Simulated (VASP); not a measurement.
# TiAl (P-6m2) in VASP: notebook

TiAl is run at these levels: PBEsol, PBE; tasks: vibrations by perturbation theory.

Everything below comes from runs of VASP 6.6.1. Logs are shortened: lines on timing, memory, paths and dates and some standing lists are left out, and cuts for length are marked.

## Step 1: The cell of the first run

Symmetry: P-6m2, No. 187, hexagonal system. Conventional cell: a = 2.867 Å, b = 2.867 Å, c = 4.678 Å, α = 90.00°, β = 90.00°, γ = 120.00°. Ti (site symmetry -6m2) has 6 Al at 2.87 Å and 6 Ti at 2.87 Å within 3.8 Å. Within 3.8 Å of Al (site symmetry -6m2) lie 6 Ti at 2.87 Å and 6 Al at 2.87 Å.

## Step 2: Vibrations by perturbation theory, PBEsol

The input, INCAR:

```
ALGO = Normal
EDIFF = 1E-8
ENCUT = 520
GGA = PS
IBRION = 8
ISIF = 2
ISMEAR = -1
LASPH = True
LCHARG = False
LREAL = False
LWAVE = False
NELM = 60
NSW = 1
PREC = Accurate
SIGMA = 0.05
```

The input, KPOINTS:

```
k-points
0
Gamma
  10 10 6
```

The input, POSCAR:

```
TiAl
1.0
    2.8672622327      0.0000000000      0.0000000000
   -1.4336311163      2.4831219328      0.0000000000
    0.0000000000      0.0000000000      4.6780830000
Ti Al
1 1
Direct
    0.0000000000      0.0000000000      0.0000000000
    0.3333333333      0.6666666667      0.5000000000
```

Potentials or basis: VASP PAW PBE potentials, release 64 (Ti_sv, Al).

On the command line:

```
$ cat potpaw_PBE.64/Ti_sv/POTCAR potpaw_PBE.64/Al/POTCAR > POTCAR
$ mpirun -np 1 vasp_std > vasp.out
```

OUTCAR:

```text
EDIFF = 1E-8
   ENCUT = 520
   GGA = PS
   IBRION = 8
   ISIF = 2
   ISMEAR = -1
   LASPH = True
   LREAL = False
   NELM = 60
   NSW = 1
   PREC = Accurate

 ion  position               nearest neighbor table
   1  0.000  0.000  0.000-   2 2.87   2 2.87   2 2.87   2 2.87   2 2.87   2 2.87
   2  0.333  0.667  0.500-   1 2.87   1 2.87   1 2.87   1 2.87   1 2.87   1 2.87

  LATTYP: Found a hexagonal cell.
 ALAT       =     2.8672622327
 C/A-ratio  =     1.6315504549

  Lattice vectors:

 A1 = (   2.8672622327,   0.0000000000,   0.0000000000)
 A2 = (  -1.4336311163,   2.4831219328,   0.0000000000)
 A3 = (   0.0000000000,   0.0000000000,   4.6780830000)

Analysis of symmetry for initial positions (statically):
=====================================================================
 Subroutine PRICEL returns:
 Original cell was already a primitive cell.

 Routine SETGRP: Setting up the symmetry group for a
 hexagonal supercell.

 Subroutine GETGRP returns: Found 12 space group operations
 (whereof 12 operations were pure point group operations)
 out of a pool of 24 trial point group operations.

The static configuration has the point symmetry D_3h.

Analysis of symmetry for dynamics (positions and initial velocities):
=====================================================================
 Subroutine PRICEL returns:
 Original cell was already a primitive cell.

 Routine SETGRP: Setting up the symmetry group for a
 hexagonal supercell.

 Subroutine GETGRP returns: Found 12 space group operations
 (whereof 12 operations were pure point group operations)
 out of a pool of 24 trial point group operations.

The dynamic configuration has the point symmetry D_3h.

 Subroutine INISYM returns: Found 12 space group operations
 (whereof 12 operations are pure point group operations),
 and found     1 'primitive' translations

----------------------------------------------------------------------------------------

                                     Primitive cell

  volume of cell :      33.3068

  direct lattice vectors                    reciprocal lattice vectors
     2.867262233  0.000000000  0.000000000     0.348764751  0.201359423  0.000000000
    -1.433631116  2.483121933  0.000000000     0.000000000  0.402718846  0.000000000
     0.000000000  0.000000000  4.678083000     0.000000000  0.000000000  0.213762774

  length of vectors
     2.867262233  2.867262233  4.678083000     0.402718846  0.402718846  0.213762774

  position of ions in fractional coordinates (direct lattice)
     0.000000000  0.000000000  0.000000000
     0.333333333  0.666666667  0.500000000

  ion indices of the primitive-cell ions
   primitive index   ion index
                 1           1
                 2           2

----------------------------------------------------------------------------------------

 KPOINTS: k-points

Automatic generation of k-mesh.
 Grid dimensions read from file:
 generate k-points for:   10   10    6

 Generating k-lattice:

  Cartesian coordinates                     Fractional coordinates (reciprocal lattice)
     0.034876475  0.020135942  0.000000000     0.100000000  0.000000000  0.000000000
     0.000000000  0.040271885  0.000000000     0.000000000  0.100000000  0.000000000
     0.000000000  0.000000000  0.035627129     0.000000000  0.000000000  0.166666667

  Length of vectors
     0.040271885  0.040271885  0.035627129

  Shift w.r.t. Gamma in fractional coordinates (k-lattice)
     0.000000000  0.000000000  0.000000000

 Subroutine IBZKPT returns following result:
 ===========================================

 Found     56 irreducible k-points:

 Following reciprocal coordinates:
[... 73 lines left out ...]
   LEPSILON=     F    determine dielectric tensor
   LRPA    =     F    only Hartree local field effects (RPA)
 non-spin polarized calculation
  energy-cutoff  :      520.00
  volume of cell :       33.31
 maximum number of plane-waves:       917
 NGX is ok and might be reduce to    24
   NGX = 11   NGY = 11   NGZ = 17

--------------------------------------- Ionic step        1  -------------------------------------------

 number of electron      15.0000001 magnetization

 Free energy of the ion-electron system (eV)
  ---------------------------------------------------
  ext. energy  EPLUGINS =         0.00000000
  ---------------------------------------------------
  free energy    TOTEN  =       -12.93952998 eV

  energy without entropy =      -12.91940536  energy(sigma->0) =      -12.92946767

 E-fermi :   7.7495     XC(G=0): -11.0334

 val. band max:        7.7415010861   @ k =   0.3000   0.3000   0.3333
 cond. band min:       7.7547999546   @ k =   0.5000  -0.0000   0.3333
 fundamental gap:      0.0132988685
 Fermi energy:         7.7495211046

 k-point     1 :       0.0000    0.0000    0.0000
  band No.  band energies     occupation
      1     -48.5392      2.00000
      2     -24.9589      2.00000
      3     -24.5370      2.00000
      4     -24.5370      2.00000
      5      -1.1424      2.00000
      6       5.4610      2.00000
      7       5.9507      2.00000
      8       9.0351      0.00000
      9       9.0351      0.00000
     10      10.5176      0.00000
     11      10.5176      0.00000
[... 309 lines left out ...]
 k-point    24 :       0.4000    0.1000    0.1667
  band No.  band energies     occupation
      1     -48.4425      2.00000
      2     -25.0881      2.00000
      3     -24.8642      2.00000
      4     -24.7030      2.00000
      5       3.7085      2.00000
      6       5.4590      2.00000
      7       6.6997      2.00000
      8       7.0707      2.00000
      9       9.2692      0.00000
     10      10.6328      0.00000
     11      11.0059      0.00000

 [... further k-points ...]
[... 5 lines left out ...]
  --------------------------------------------------------------------------------------
  -------------------------------------------------------------------------------------
  Total       -0.4809993     -0.4809993     -0.7778462     -0.0000000      0.0000000      0.0000000
  in kB      -23.1377757    -23.1377757    -37.4171710     -0.0000000      0.0000000      0.0000000
  external PRESSURE =     -27.8975742 kB  Pullay stress =       0.0000000 kB

 VOLUME and BASIS-vectors are now :
 -----------------------------------------------------------------------------
  energy-cutoff  :      520.00
  volume of cell :       33.31
      direct lattice vectors                 reciprocal lattice vectors
     2.867262233  0.000000000  0.000000000     0.348764751  0.201359423  0.000000000
    -1.433631116  2.483121933  0.000000000     0.000000000  0.402718846  0.000000000
     0.000000000  0.000000000  4.678083000     0.000000000  0.000000000  0.213762774

 POSITION                                       TOTAL-FORCE (eV/Angst)
 -----------------------------------------------------------------------------------
      0.00000      0.00000      0.00000         0.000000     -0.000000      0.000000
     -0.00000      1.65541      2.33904        -0.000000      0.000000      0.000000
 -----------------------------------------------------------------------------------
    total drift:                                0.000000     -0.000000      0.000000

  FREE ENERGIE OF THE ION-ELECTRON SYSTEM (eV)
  ---------------------------------------------------
  free  energy   TOTEN  =       -12.9395299764 eV

  energy  without entropy=      -12.9194053648  energy(sigma->0) =      -12.92946767

[... ionic steps 2 to 3 ...]

--------------------------------------- Ionic step        4  -------------------------------------------

------------------------ aborting loop because EDIFF is reached ----------------------------------------
[... 11 lines left out ...]
[... ionic steps 8 to 8 ...]

--------------------------------------- Ionic step        9  -------------------------------------------

 Free energy of the ion-electron system (eV)
  ---------------------------------------------------
  ---------------------------------------------------
  free energy    TOTEN  =        -0.01267256 eV

  energy without entropy =       -0.01267256

------------------------ aborting loop because EDIFF is reached ----------------------------------------

 INTERNAL STRAIN TENSOR  FOR ION    2  DIRECTION 3   (eV/Angst):
 -----------------------------------------------------------------------------
     0.01257  0.00000  0.00000
     0.00000  0.01257  0.00000
    -0.00000  0.00000 -0.02148

 INTERNAL STRAIN TENSOR FOR ION    2 for displacements in x,y,z  (eV/Angst):
          X           Y           Z          XY          YZ          ZX
  --------------------------------------------------------------------------------
  x     0.00000    -0.00000     0.00000     3.03533     0.00000     0.00000
  y     3.03533    -3.03533     0.00000    -0.00000     0.00000     0.00000
  z     0.00000     0.00000     0.00000     0.00000     0.00000     0.00000

 SECOND DERIVATIVES (NOT SYMMETRIZED)
 ------------------------------------
               1X          1Y          1Z          2X          2Y          2Z
  1X    -1.959279   -0.000000    0.000000    1.959279    0.000000    0.000000
  1Y    -0.000000   -1.959279    0.000000    0.000000    1.959279    0.000000
  1Z     0.000000    0.000000   -6.757229   -0.000000   -0.000000    6.757229
  2X     1.953154    0.000000    0.000000   -1.953154   -0.000000    0.000000
  2Y     0.000000    1.953154    0.000000   -0.000000   -1.953154    0.000000
  2Z     0.000000    0.000000    6.698059    0.000000   -0.000000   -6.698059

 Eigenvectors and eigenvalues of the dynamical matrix
 ----------------------------------------------------

   1 f  =    9.755245 THz    61.294010 2PiTHz  325.399938 cm-1    40.344432 meV
             X         Y         Z           dx          dy          dz
      0.000000  0.000000  0.000000     0.000000   -0.000000   -0.602035
     -0.000000  1.655415  2.339041     0.000000    0.000000    0.798470
[... 21 lines left out ...]
   6 f/i=    0.020622 THz     0.129570 2PiTHz    0.687867 cm-1     0.085285 meV
             X         Y         Z           dx          dy          dz
      0.000000  0.000000  0.000000     0.000000   -0.000000   -0.798470
     -0.000000  1.655415  2.339041     0.000000    0.000000   -0.602035

--------------------------------------------------------------------------------------------------------

 ELASTIC MODULI CONTR FROM IONIC RELAXATION (kBar)
 Direction    XX          YY          ZZ          XY          YZ          ZX
 --------------------------------------------------------------------------------
 XX        -211.4768    211.4768     -0.0000     -0.0000      0.0000     -0.0000
 YY         211.4768   -211.4768      0.0000     -0.0000     -0.0000      0.0000
 ZZ          -0.0000      0.0000     -0.0000     -0.0000      0.0000     -0.0000
 XY          -0.0000     -0.0000     -0.0000   -211.4768     -0.0000      0.0000
 YZ           0.0000     -0.0000      0.0000     -0.0000     -0.0000      0.0000
 ZX          -0.0000      0.0000     -0.0000      0.0000      0.0000     -0.0000
 --------------------------------------------------------------------------------
```

Wall time 4.5 min (1 thread of Intel Xeon 6975P-C, shared host); peak memory 0.35 GiB.

Results:

```yaml
Highest_phonon_frequency_at_Γ_LO-TO_splitting_left_out: 325 cm⁻¹
```

Phonon frequencies in cm⁻¹ (negative: imaginary):
| q point | frequencies |
| --- | --- |
| (0.000, 0.000, 0.000) | -1 0 0 176 176 325 |

Caveat: the cell wasn't relaxed at this level first, which shifts response properties; the PAW data sets were made with another functional, which shifts forces and pressure a little.

## Step 3: Vibrations by perturbation theory, PBE

The input, INCAR:

```
SYSTEM = TiAl
  ALGO = Normal
  EDIFF = 1E-8
  ENCUT = 500
  GGA = PE
  GGA_COMPAT = .FALSE.
  IBRION = 8
  ISIF = 2
  ISMEAR = -1
  LASPH = .TRUE.
  LCHARG = .TRUE.
  LREAL = .FALSE.
  LWAVE = .FALSE.
  NBANDS = 14
  NELM = 120
  NSW = 1
  PREC = Accurate
  SIGMA = 0.05
```

The input, KPOINTS:

```
k-points
0
G
  10 10 6
  0 0 0
```

POSCAR is that of step 2.

Potentials or basis: VASP PAW PBE potentials, release 64 (Ti_sv, Al).

On the command line:

```
$ cat potpaw_PBE.64/Ti_sv/POTCAR potpaw_PBE.64/Al/POTCAR > POTCAR
$ mpirun -np 1 vasp_std > vasp.out
```

OUTCAR:

```text
SYSTEM = TiAl
   EDIFF = 1E-8
   ENCUT = 500
   GGA = PE
   IBRION = 8
   ISIF = 2
   ISMEAR = -1
   LASPH = .TRUE.
   LREAL = .FALSE.
   NELM = 120
   NSW = 1
   PREC = Accurate

 ion  position               nearest neighbor table
   1  0.000  0.000  0.000-   2 2.87   2 2.87   2 2.87   2 2.87   2 2.87   2 2.87
   2  0.333  0.667  0.500-   1 2.87   1 2.87   1 2.87   1 2.87   1 2.87   1 2.87

  LATTYP: Found a hexagonal cell.
 ALAT       =     2.8672622327
 C/A-ratio  =     1.6315504549

  Lattice vectors:

 A1 = (   2.8672622327,   0.0000000000,   0.0000000000)
 A2 = (  -1.4336311163,   2.4831219328,   0.0000000000)
 A3 = (   0.0000000000,   0.0000000000,   4.6780830000)

Analysis of symmetry for initial positions (statically):
=====================================================================
 Subroutine PRICEL returns:
 Original cell was already a primitive cell.
[... 649 lines left out ...]

 INTERNAL STRAIN TENSOR  FOR ION    2  DIRECTION 3   (eV/Angst):
 -----------------------------------------------------------------------------
     0.00947 -0.00000  0.00000
    -0.00000  0.00947  0.00000
     0.00000 -0.00000 -0.02132

 INTERNAL STRAIN TENSOR FOR ION    2 for displacements in x,y,z  (eV/Angst):
          X           Y           Z          XY          YZ          ZX
  --------------------------------------------------------------------------------
  x     0.00000    -0.00000     0.00000     3.07369     0.00000     0.00000
  y     3.07369    -3.07369     0.00000    -0.00000     0.00000     0.00000
  z     0.00000     0.00000     0.00000     0.00000     0.00000     0.00000

 SECOND DERIVATIVES (NOT SYMMETRIZED)
 ------------------------------------
               1X          1Y          1Z          2X          2Y          2Z
  1X    -1.972457   -0.000000    0.000000    1.972457    0.000000    0.000000
  1Y    -0.000000   -1.972457    0.000000    0.000000    1.972457    0.000000
  1Z     0.000000    0.000000   -7.008827    0.000000    0.000000    7.008827
  2X     1.973019    0.000000    0.000000   -1.973019   -0.000000    0.000000
  2Y     0.000000    1.973019    0.000000   -0.000000   -1.973019    0.000000
  2Z    -0.000000    0.000000    7.017204    0.000000   -0.000000   -7.017204

 Eigenvectors and eigenvalues of the dynamical matrix
 ----------------------------------------------------

   1 f  =    9.966922 THz    62.624018 2PiTHz  332.460732 cm-1    41.219859 meV
             X         Y         Z           dx          dy          dz
      0.000000  0.000000  0.000000     0.000000    0.000000   -0.600116
     -0.000000  1.655415  2.339041    -0.000000   -0.000000    0.799913
[... 21 lines left out ...]
   6 f/i=    0.002858 THz     0.017955 2PiTHz    0.095323 cm-1     0.011819 meV
             X         Y         Z           dx          dy          dz
      0.000000  0.000000  0.000000     0.000000    0.000000   -0.799913
     -0.000000  1.655415  2.339041     0.000000    0.000000   -0.600116

--------------------------------------------------------------------------------------------------------

 ELASTIC MODULI CONTR FROM IONIC RELAXATION (kBar)
 Direction    XX          YY          ZZ          XY          YZ          ZX
 --------------------------------------------------------------------------------
 XX        -215.0929    215.0929      0.0000     -0.0000      0.0000     -0.0000
 YY         215.0929   -215.0929     -0.0000     -0.0000     -0.0000      0.0000
 ZZ           0.0000     -0.0000     -0.0000      0.0000      0.0000     -0.0000
 XY          -0.0000     -0.0000      0.0000   -215.0929     -0.0000      0.0000
 YZ           0.0000     -0.0000      0.0000     -0.0000     -0.0000     -0.0000
 ZX          -0.0000      0.0000     -0.0000      0.0000     -0.0000     -0.0000
 --------------------------------------------------------------------------------
```

stdout:

```text
POSCAR found type information on POSCAR TiAl
 POSCAR found :  2 types and       2 ions
 scaLAPACK will be used
 LDA part: xc-table for (Slater+PW92), standard interpolation
 POSCAR, INCAR and KPOINTS ok, starting setup
 FFT: planning ... GRIDC
 FFT: planning ... GRID_SOFT
 FFT: planning ... GRID
 WAVECAR not read
 entering main loop
 Linear response reoptimize wavefunctions to high precision
 Linear response DOF=           4
 Linear response progress:
 first order change of Fermi-energy  -0.59012E-04
 force on displaced ion       1 direction 1 :  -1.972  -0.001   0.000
 Linear response progress:
 first order change of Fermi-energy  -0.17390E-03
 force on displaced ion       1 direction 3 :   0.000  -0.000  -7.009
 Linear response progress:
 first order change of Fermi-energy   0.40149E-04
 force on displaced ion       2 direction 1 :  -1.973  -0.001   0.000
 Linear response progress:
 first order change of Fermi-energy   0.72960E-03
 force on displaced ion       2 direction 3 :  -0.000  -0.000  -7.017
 Linear response finished
```

Wall time 21 min (1 thread of AMD EPYC 7R13, shared host); peak memory 0.35 GiB.

Results:

```
Highest phonon frequency at Γ, LO-TO splitting left out : 332 cm⁻¹
```

Phonon frequencies in cm⁻¹ (negative: imaginary):
| q point | frequencies |
| --- | --- |
| (0.000, 0.000, 0.000) | 0 0 0 176 176 332 |
